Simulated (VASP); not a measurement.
# KBr (Fm-3m) in VASP: further runs, part 2 of 2

VASP 6.6.1.

### 3 Single point, PBEsol, collinear spin, ferromagnetic start

This run uses another cell than the first one, of 35.94 Å³/atom, 1.020 times its volume.

Input file INCAR:

```
PREC     = Accurate       # precision mode
ENCUT    = 520            # plane-wave cutoff, eV
EDIFF    = 1E-6           # SCF threshold, eV
ISMEAR   = -1             # smearing method
SIGMA    = 0.05           # smearing width, eV
LREAL    = F              # projectors in reciprocal space
LASPH    = T              # aspherical terms in the spheres
NELM     = 150            # most SCF steps
ALGO     = Normal         # electronic algorithm
ISIF     = 2              # what is computed and relaxed
LWAVE    = F              # write WAVECAR
LCHARG   = F              # write CHGCAR
ISPIN    = 2              # spin polarisation
MAGMOM   = 0.5 0          # initial moments
LORBIT   = 11             # projections on sites
GGA      = PS             # functional
NBANDS   = 19             # bands
```

Input file KPOINTS:

```
regular mesh
0
Gamma
  7 7 7
```

Input file POSCAR:

```
KBr
1.0
    0.0000000000      3.3000000000      3.3000000000
    3.3000000000      0.0000000000      3.3000000000
    3.3000000000      3.3000000000      0.0000000000
Br K
1 1
Direct
    0.5000000000      0.5000000000      0.5000000000
    0.0000000000      0.0000000000      0.0000000000
```

Potentials or basis: VASP PAW PBE potentials, release 64 (Br, K_sv).

On the command line:

```
cat potpaw_PBE.64/Br/POTCAR potpaw_PBE.64/K_sv/POTCAR > POTCAR
mpirun -np 1 vasp_std > vasp.out
```

OUTCAR:

```text
PREC = Accurate
   ENCUT = 520
   EDIFF = 1E-6
   ISMEAR = -1
   LREAL = F
   LASPH = T
   NELM = 150
   ISIF = 2
   ISPIN = 2
   LORBIT = 11
   GGA = PS

 ion  position               nearest neighbor table
   1  0.500  0.500  0.500-   2 3.30   2 3.30   2 3.30   2 3.30   2 3.30   2 3.30
   2  0.000  0.000  0.000-   1 3.30   1 3.30   1 3.30   1 3.30   1 3.30   1 3.30

  LATTYP: Found a face centered cubic cell.
 ALAT       =     6.6000000000

  Lattice vectors:

 A1 = (   0.0000000000,   3.3000000000,   3.3000000000)
 A2 = (   3.3000000000,   0.0000000000,   3.3000000000)
 A3 = (   3.3000000000,   3.3000000000,   0.0000000000)

Analysis of symmetry for initial positions (statically):
=====================================================================
 Subroutine PRICEL returns:
 Original cell was already a primitive cell.

 Routine SETGRP: Setting up the symmetry group for a
 face centered cubic supercell.

[... 632 lines left out ...]
      3     -12.9813      1.00000
      4     -12.9813      1.00000
      5     -12.9813      1.00000
      6      -1.8265      1.00000
[... 417 lines left out ...]
      6      -2.5173      1.00000
[... 11 lines left out ...]
     18      12.1504      0.00000
     19      12.6283      0.00000

------------------------ aborting loop because EDIFF is reached ----------------------------------------

  FORCE on cell =-STRESS in cart. coord.  units (eV):
  Direction    XX          YY          ZZ          XY          YZ          ZX
  --------------------------------------------------------------------------------------
  -------------------------------------------------------------------------------------
  Total       -0.1266536     -0.1266536     -0.1266536      0.0000000      0.0000000     -0.0000000
  in kB       -2.8232943     -2.8232943     -2.8232943      0.0000000      0.0000000     -0.0000000
  external PRESSURE =      -2.8232943 kB  Pullay stress =       0.0000000 kB

 VOLUME and BASIS-vectors are now :
 -----------------------------------------------------------------------------
  energy-cutoff  :      520.00
  volume of cell :       71.87
      direct lattice vectors                 reciprocal lattice vectors
     0.000000000  3.300000000  3.300000000    -0.151515152  0.151515152  0.151515152
     3.300000000  0.000000000  3.300000000     0.151515152 -0.151515152  0.151515152
     3.300000000  3.300000000  0.000000000     0.151515152  0.151515152 -0.151515152

 POSITION                                       TOTAL-FORCE (eV/Angst)
 -----------------------------------------------------------------------------------
      3.30000      3.30000      3.30000         0.000000      0.000000      0.000000
      0.00000      0.00000      0.00000        -0.000000     -0.000000     -0.000000
 -----------------------------------------------------------------------------------
    total drift:                                0.000000      0.000000      0.000000

  FREE ENERGIE OF THE ION-ELECTRON SYSTEM (eV)
  ---------------------------------------------------
  free  energy   TOTEN  =        -6.4588087787 eV

  energy  without entropy=       -6.4588087786  energy(sigma->0) =       -6.45880878

 total charge

# of ion       s       p       d       tot
------------------------------------------
    1        1.592   3.282   0.001   4.874
    2        1.956   5.568   0.025   7.549
--------------------------------------------------
tot          3.548   8.850   0.026  12.423

 magnetization (x)

# of ion       s       p       d       tot
------------------------------------------
    1       -0.000  -0.000  -0.000  -0.000
    2        0.000  -0.000   0.000  -0.000
--------------------------------------------------
tot         -0.000  -0.000   0.000  -0.000
```

OSZICAR:

```text
N       E                     dE             d eps       ncg     rms          rms(c)
DAV:   1     0.994979063402E+02    0.99498E+02   -0.64962E+03  1520   0.718E+02
DAV:   2    -0.340048657374E+00   -0.99838E+02   -0.92598E+02  1915   0.193E+02
DAV:   3    -0.634679286285E+01   -0.60067E+01   -0.59676E+01  1994   0.404E+01
DAV:   4    -0.657852476377E+01   -0.23173E+00   -0.23158E+00  2280   0.666E+00
DAV:   5    -0.658039751852E+01   -0.18728E-02   -0.18727E-02  1952   0.686E-01    0.334E+00
DAV:   6    -0.646203624976E+01    0.11836E+00   -0.15188E-01  1727   0.185E+00    0.231E+00
DAV:   7    -0.644840623996E+01    0.13630E-01   -0.67198E-02  1952   0.128E+00    0.128E+00
DAV:   8    -0.645541648723E+01   -0.70102E-02   -0.12206E-02  1863   0.584E-01    0.644E-01
DAV:   9    -0.645779630519E+01   -0.23798E-02   -0.19348E-03  1952   0.244E-01    0.141E-01
DAV:  10    -0.645847087771E+01   -0.67457E-03   -0.41864E-04  1754   0.107E-01    0.735E-02
DAV:  11    -0.645871940557E+01   -0.24853E-03   -0.14028E-04  1770   0.526E-02    0.406E-02
DAV:  12    -0.645880192320E+01   -0.82518E-04   -0.61284E-05  1713   0.361E-02    0.104E-02
DAV:  13    -0.645880738678E+01   -0.54636E-05   -0.32047E-06  1918   0.950E-03    0.343E-03
DAV:  14    -0.645880862383E+01   -0.12371E-05   -0.84081E-07  1663   0.458E-03    0.192E-03
DAV:  15    -0.645880877872E+01   -0.15489E-06   -0.29016E-07  1393   0.272E-03
   1 F= -.64588088E+01 E0= -.64588088E+01  d E =-.107007E-09  mag=    -0.0000
```

Run time: 37 s. Hardware: 1 thread of AMD EPYC 9R45 (Zen 5), shared host; peak memory 0.22 GiB.

Results:

* Free energy: -6.4588 eV
* Pressure: -0.3 GPa
* Band gap on the k mesh: 4.28 eV, direct
* Net moment: 0.00 μB per cell
* Valence electrons inside the program's atomic spheres: Br 4.87; K 7.55

Levels at points of the mesh, in eV from the valence-band top:
Spin up:
```
           k point  band 4  band 5  band 6  band 7  band 8  band 9  band 10  band 11  band 12  band 13
(0.00, 0.00, 0.00)  -11.15  -11.15    0.00    0.00    0.00    4.28     7.53     7.53     7.53     8.37
```
Spin down:
```tsv
k point	band 4	band 5	band 6	band 7	band 8	band 9	band 10	band 11	band 12	band 13
(0.00, 0.00, 0.00)	-11.15	-11.15	0.00	0.00	0.00	4.28	7.53	7.53	7.53	8.37
```

Caveat: the PAW data sets were made with another functional, which shifts forces and pressure a little. PBEsol gaps usually lie below the measured ones, often by a third to a half.

### 4 Single point, PBEsol, collinear spin, ferromagnetic start (volume scaled by 1.02)

Input file INCAR:

```
PREC = Accurate ; ENCUT = 520
EDIFF = 1E-6 ; ISMEAR = -1
SIGMA = 0.05 ; LREAL = F
LASPH = T ; NELM = 150
ALGO = Normal ; ISIF = 2
LWAVE = F ; LCHARG = T
ISPIN = 2 ; MAGMOM = 0.5 0
LORBIT = 11 ; GGA = PS
LELF = T ; LVHAR = T
NBANDS = 19
```

Input file KPOINTS:

```
Automatic mesh
0
Gamma
  7 7 7
```

Input file POSCAR:

```
KBr
1.0
    0.0000000000      3.3218549415      3.3218549415
    3.3218549415      0.0000000000      3.3218549415
    3.3218549415      3.3218549415      0.0000000000
Br K
1 1
Direct
    0.5000000000      0.5000000000      0.5000000000
    0.0000000000      0.0000000000      0.0000000000
```

On the command line:

```
cat potpaw_PBE.64/Br/POTCAR potpaw_PBE.64/K_sv/POTCAR > POTCAR
mpirun -np 1 vasp_std > vasp.out
```

Run time: 43 s. Hardware: 1 thread of AMD EPYC 9R45 (Zen 5), shared host; peak memory 0.22 GiB.

Results (log left out):

- Free energy: -6.4552 eV
- Pressure: -0.5 GPa
- Band gap on the k mesh: 4.23 eV, direct
- Net moment: 0.00 μB per cell
- Valence electrons inside the program's atomic spheres: Br 4.87; K 7.55

Levels at points of the mesh, in eV from the valence-band top:
Spin up:
| k point | band 4 | band 5 | band 6 | band 7 | band 8 | band 9 | band 10 | band 11 | band 12 | band 13 |
| --- | --- | --- | --- | --- | --- | --- | --- | --- | --- | --- |
| (0.00, 0.00, 0.00) | -11.20 | -11.20 | 0.00 | 0.00 | 0.00 | 4.23 | 7.53 | 7.53 | 7.53 | 8.35 |
Spin down:
| k point | band 4 | band 5 | band 6 | band 7 | band 8 | band 9 | band 10 | band 11 | band 12 | band 13 |
| --- | --- | --- | --- | --- | --- | --- | --- | --- | --- | --- |
| (0.00, 0.00, 0.00) | -11.20 | -11.20 | 0.00 | 0.00 | 0.00 | 4.23 | 7.53 | 7.53 | 7.53 | 8.35 |

Caveat: the cell differs from its parent crystal (volume scaled by 1.02); the PAW data sets were made with another functional, which shifts forces and pressure a little.

### 5 Single point, PBEsol, collinear spin, ferromagnetic start (volume scaled by 1.04)

Input file INCAR:

```
SYSTEM = KBr
ALGO = Normal
EDIFF = 1E-7
ENCUT = 520
GGA = PS
ISIF = 2
ISMEAR = -1
ISPIN = 2
LASPH = .True.
LCHARG = .False.
LORBIT = 11
LREAL = .False.
LWAVE = .False.
MAGMOM = 0.5 0
NBANDS = 19
NELM = 150
PREC = Accurate
SIGMA = 0.05
```

Input file KPOINTS:

```
k-points
0
Gamma
  7 7 7
  0 0 0
```

Input file POSCAR:

```
KBr
1.0
    0.0000000000      3.3434260326      3.3434260326
    3.3434260326      0.0000000000      3.3434260326
    3.3434260326      3.3434260326      0.0000000000
Br K
1 1
Direct
    0.5000000000      0.5000000000      0.5000000000
    0.0000000000      0.0000000000      0.0000000000
```

On the command line:

```
cat potpaw_PBE.64/Br/POTCAR potpaw_PBE.64/K_sv/POTCAR > POTCAR
mpirun -np 1 vasp_std > vasp.out
```

It took 44 s on 1 thread of AMD EPYC 9R45 (Zen 5), shared host; peak memory 0.22 GiB.

Results (log left out):

```yaml
Free_energy: -6.4493 eV
Pressure: -0.8 GPa
Band_gap_on_the_k_mesh: 4.19 eV, direct
Net_moment: 0.00 μB per cell
Valence_electrons_inside_the_program's_atomic_spheres: Br 4.87; K 7.54
```

Levels at points of the mesh, in eV from the valence-band top:
Spin up:
| k point | band 4 | band 5 | band 6 | band 7 | band 8 | band 9 | band 10 | band 11 | band 12 | band 13 |
| --- | --- | --- | --- | --- | --- | --- | --- | --- | --- | --- |
| (0.00, 0.00, 0.00) | -11.24 | -11.24 | 0.00 | 0.00 | 0.00 | 4.19 | 7.52 | 7.52 | 7.52 | 8.34 |
Spin down:
```
           k point  band 6  band 7  band 8  band 9  band 10  band 11
(0.00, 0.00, 0.00)    0.00    0.00    0.00    4.19     7.52     7.52
```

Caveat: the cell differs from its parent crystal (volume scaled by 1.04); the PAW data sets were made with another functional, which shifts forces and pressure a little.

### 6 Single point, PBEsol, collinear spin, ferromagnetic start (volume scaled by 1.06)

Input file INCAR:

```
SYSTEM = KBr
PREC = Accurate ; ENCUT = 520
EDIFF = 1E-6 ; ISMEAR = -1
SIGMA = 0.05 ; LREAL = .FALSE.
LASPH = .TRUE. ; NELM = 150
ALGO = Normal ; ISIF = 2
LWAVE = .FALSE. ; LCHARG = .TRUE.
ISPIN = 2 ; MAGMOM = 0.5 0
LORBIT = 11 ; GGA = PS
LELF = .TRUE. ; LVHAR = .TRUE.
NBANDS = 19
```

Input file KPOINTS:

```
regular mesh
0
G
  7 7 7
  0 0 0
```

Input file POSCAR:

```
KBr
1.0
    0.0000000000      3.3647223140      3.3647223140
    3.3647223140      0.0000000000      3.3647223140
    3.3647223140      3.3647223140      0.0000000000
Br K
1 1
Direct
    0.5000000000      0.5000000000      0.5000000000
    0.0000000000      0.0000000000      0.0000000000
```

Potentials or basis: VASP PAW PBE potentials, release 64 (Br, K_sv).

On the command line:

```
cat potpaw_PBE.64/Br/POTCAR potpaw_PBE.64/K_sv/POTCAR > POTCAR
mpirun -np 1 vasp_std > vasp.out
```

OUTCAR:

```text
SYSTEM = KBr
   PREC = Accurate
   ENCUT = 520
   EDIFF = 1E-6
   ISMEAR = -1
   LREAL = .FALSE.
   LASPH = .TRUE.
   NELM = 150
   ISIF = 2
   ISPIN = 2
   LORBIT = 11
   GGA = PS

 ion  position               nearest neighbor table
   1  0.500  0.500  0.500-
   2  0.000  0.000  0.000-

  LATTYP: Found a face centered cubic cell.
 ALAT       =     6.7294446280

  Lattice vectors:

 A1 = (   0.0000000000,   3.3647223140,   3.3647223140)
 A2 = (   3.3647223140,   0.0000000000,   3.3647223140)
 A3 = (   3.3647223140,   3.3647223140,   0.0000000000)

Analysis of symmetry for initial positions (statically):
=====================================================================
 Subroutine PRICEL returns:
 Original cell was already a primitive cell.

 Routine SETGRP: Setting up the symmetry group for a
 face centered cubic supercell.

 Subroutine GETGRP returns: Found 48 space group operations
 (whereof 48 operations were pure point group operations)
 out of a pool of 48 trial point group operations.

The static configuration has the point symmetry O_h .

Analysis of symmetry for dynamics (positions and initial velocities):
=====================================================================
 Subroutine PRICEL returns:
 Original cell was already a primitive cell.

 Routine SETGRP: Setting up the symmetry group for a
 face centered cubic supercell.

 Subroutine GETGRP returns: Found 48 space group operations
 (whereof 48 operations were pure point group operations)
 out of a pool of 48 trial point group operations.

The dynamic configuration has the point symmetry O_h .

Analysis of structural, dynamic, and magnetic symmetry:
=====================================================================
 Subroutine PRICEL returns:
 Original cell was already a primitive cell.

 Routine SETGRP: Setting up the symmetry group for a
 face centered cubic supercell.

 Subroutine GETGRP returns: Found 48 space group operations
 (whereof 48 operations were pure point group operations)
[... 142 lines left out ...]
  free energy    TOTEN  =        -6.44150111 eV

  energy without entropy =       -6.44150111  energy(sigma->0) =       -6.44150111

 E-fermi :  -0.9774     XC(G=0):  -7.3032

 val. band max:       -2.0431736903   @ k =   0.0000   0.0000   0.0000
 cond. band min:       2.1004541234   @ k =   0.0000   0.0000   0.0000
 fundamental gap:      4.1436278137
 Fermi energy:        -0.9774167125

 spin component 1

 k-point     1 :       0.0000    0.0000    0.0000
  band No.  band energies     occupation
      1     -29.7852      1.00000
      2     -14.2813      1.00000
      3     -13.3223      1.00000
      4     -13.3223      1.00000
      5     -13.3223      1.00000
      6      -2.0432      1.00000
[... 416 lines left out ...]
      5     -13.2394      1.00000
      6      -2.6697      1.00000
[... 11 lines left out ...]
     18      11.6660      0.00000
     19      12.0546      0.00000
 Fermi energy:        -0.9774167125

 spin component 2

 k-point     1 :       0.0000    0.0000    0.0000
  band No.  band energies     occupation
      1     -29.7852      1.00000
      2     -14.2813      1.00000
      3     -13.3223      1.00000
      4     -13.3223      1.00000
      5     -13.3223      1.00000
      6      -2.0432      1.00000
[... 417 lines left out ...]
      6      -2.6697      1.00000
[... 11 lines left out ...]
     18      11.6660      0.00000
     19      12.0546      0.00000

------------------------ aborting loop because EDIFF is reached ----------------------------------------

  FORCE on cell =-STRESS in cart. coord.  units (eV):
  Direction    XX          YY          ZZ          XY          YZ          ZX
  --------------------------------------------------------------------------------------
  -------------------------------------------------------------------------------------
  Total       -0.4677827     -0.4677827     -0.4677827      0.0000000      0.0000000      0.0000000
  in kB       -9.8373265     -9.8373265     -9.8373265      0.0000000      0.0000000      0.0000000
  external PRESSURE =      -9.8373265 kB  Pullay stress =       0.0000000 kB

 VOLUME and BASIS-vectors are now :
 -----------------------------------------------------------------------------
  energy-cutoff  :      520.00
  volume of cell :       76.19
      direct lattice vectors                 reciprocal lattice vectors
     0.000000000  3.364722314  3.364722314    -0.148600673  0.148600673  0.148600673
     3.364722314  0.000000000  3.364722314     0.148600673 -0.148600673  0.148600673
     3.364722314  3.364722314  0.000000000     0.148600673  0.148600673 -0.148600673

 POSITION                                       TOTAL-FORCE (eV/Angst)
 -----------------------------------------------------------------------------------
      3.36472      3.36472      3.36472         0.000000      0.000000      0.000000
      0.00000      0.00000      0.00000        -0.000000     -0.000000     -0.000000
 -----------------------------------------------------------------------------------
    total drift:                                0.000000      0.000000      0.000000

  FREE ENERGIE OF THE ION-ELECTRON SYSTEM (eV)
  ---------------------------------------------------
  free  energy   TOTEN  =        -6.4415011070 eV

  energy  without entropy=       -6.4415011070  energy(sigma->0) =       -6.44150111

 total charge

# of ion       s       p       d       tot
------------------------------------------
    1        1.591   3.273   0.001   4.866
    2        1.955   5.566   0.021   7.542
--------------------------------------------------
tot          3.546   8.839   0.022  12.407

 magnetization (x)

# of ion       s       p       d       tot
------------------------------------------
    1       -0.000  -0.000  -0.000  -0.000
    2        0.000  -0.000   0.000  -0.000
--------------------------------------------------
tot         -0.000  -0.000   0.000  -0.000
```

OSZICAR:

```text
N       E                     dE             d eps       ncg     rms          rms(c)
DAV:   1     0.999650702530E+02    0.99965E+02   -0.63101E+03  1520   0.704E+02
DAV:   2    -0.282898962769E+00   -0.10025E+03   -0.92312E+02  1904   0.193E+02
DAV:   3    -0.635044523416E+01   -0.60675E+01   -0.60313E+01  1988   0.404E+01
DAV:   4    -0.657438799332E+01   -0.22394E+00   -0.22380E+00  2333   0.654E+00
DAV:   5    -0.657587438073E+01   -0.14864E-02   -0.14863E-02  1939   0.617E-01    0.308E+00
DAV:   6    -0.644510048830E+01    0.13077E+00   -0.16543E-01  1715   0.185E+00    0.208E+00
DAV:   7    -0.643005979356E+01    0.15041E-01   -0.70565E-02  1983   0.129E+00    0.119E+00
DAV:   8    -0.643749097007E+01   -0.74312E-02   -0.12550E-02  1859   0.580E-01    0.620E-01
DAV:   9    -0.644034647834E+01   -0.28555E-02   -0.22291E-03  1907   0.259E-01    0.143E-01
DAV:  10    -0.644112213321E+01   -0.77565E-03   -0.48809E-04  1796   0.114E-01    0.782E-02
DAV:  11    -0.644140053601E+01   -0.27840E-03   -0.16147E-04  1763   0.553E-02    0.410E-02
DAV:  12    -0.644149356906E+01   -0.93033E-04   -0.71275E-05  1704   0.383E-02    0.106E-02
DAV:  13    -0.644149933593E+01   -0.57669E-05   -0.33187E-06  1941   0.964E-03    0.375E-03
DAV:  14    -0.644150084817E+01   -0.15122E-05   -0.97850E-07  1690   0.484E-03    0.200E-03
DAV:  15    -0.644150110702E+01   -0.25885E-06   -0.35692E-07  1479   0.292E-03
   1 F= -.64415011E+01 E0= -.64415011E+01  d E =-.649704E-10  mag=     0.0000
```

Wall time 43 s (1 thread of AMD EPYC 9R45 (Zen 5), shared host); peak memory 0.23 GiB.

Results:

```
Free energy                                           : -6.4415 eV
Pressure                                              : -1.0 GPa
Band gap on the k mesh                                : 4.14 eV, direct
Net moment                                            : 0.00 μB per cell
Valence electrons inside the program's atomic spheres : Br 4.87; K 7.54
```

Levels at points of the mesh, in eV from the valence-band top:
Spin up:
```
           k point  band 5  band 6  band 7  band 8  band 9  band 10  band 11  band 12
(0.00, 0.00, 0.00)  -11.28    0.00    0.00    0.00    4.14     7.52     7.52     7.52
```
Spin down:
| k point | band 5 | band 6 | band 7 | band 8 | band 9 | band 10 | band 11 | band 12 |
| --- | --- | --- | --- | --- | --- | --- | --- | --- |
| (0.00, 0.00, 0.00) | -11.28 | 0.00 | 0.00 | 0.00 | 4.14 | 7.52 | 7.52 | 7.52 |

Caveat: the cell differs from its parent crystal (volume scaled by 1.06); the PAW data sets were made with another functional, which shifts forces and pressure a little. A k mesh can miss the band edges.

### 7 Overview

| cell | gap on the mesh (eV) | pressure (GPa) | moment (μB) |
| --- | --- | --- | --- |
| a = 4.636 Å, angles 60.0°, 2 atoms | 4.33 | 0.0 | 0.00 |
| a = 4.667 Å, angles 60.0°, 2 atoms | 4.28 | -0.3 | 0.00 |
| a = 4.698 Å, angles 60.0°, 2 atoms | 4.23 | -0.5 | 0.00 |
| a = 4.728 Å, angles 60.0°, 2 atoms | 4.19 | -0.8 | 0.00 |
| a = 4.758 Å, angles 60.0°, 2 atoms | 4.14 | -1.0 | 0.00 |

Alike in all rows: task single point; level PBEsol; potentials or basis VASP PAW PBE potentials, release 64 (Br, K_sv); spin collinear, ferromagnetic start; k mesh 7 × 7 × 7; cutoff (eV) 520; smearing fermi-dirac 0.05 eV.

Caveats: the PAW data sets were made with another functional, which shifts forces and pressure a little.

Absolute energies hang on the potentials; compare differences alone.
